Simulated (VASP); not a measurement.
Crystal: SiO2.

```
CELL_PARAMETERS angstrom
0.00000 2.26417 2.37738
2.26417 0.00000 2.37738
2.26417 2.26417 0.00000
ATOMIC_POSITIONS crystal
Si 0.00000 0.00000 0.00000
O 0.25000 0.25000 0.25000
O 0.75000 0.75000 0.75000
```

This cell differs from its parent crystal: uniaxial z strain +5.0%.

Program: VASP 6.6.1. Alike in all runs: task single point; potentials or basis VASP PAW PBE potentials, release 64 (Si, O); no spin polarisation; cell as given; cutoff (eV) 520.

**Question.** Order these runs on this cell by their pressure, lowest first.
A. level PBE; k mesh 10 × 10 × 10; smearing fermi-dirac 0.02 eV
B. level r2SCAN; k mesh 10 × 10 × 10; smearing gaussian 0.01 eV
C. level HSE06; k mesh 6 × 6 × 6; smearing gaussian 0.01 eV; grid for exact exchange (PRECFOCK) Normal; share of exact exchange 0.25; screening parameter 0.2079 1/Å

**Answer.** C (-16.6 GPa), B (-12.2 GPa), A (-2.6 GPa).

Caveats: the cell stands under tension (at least some runs); the PAW data sets were made with another functional, which shifts forces and pressure a little (at least some runs).
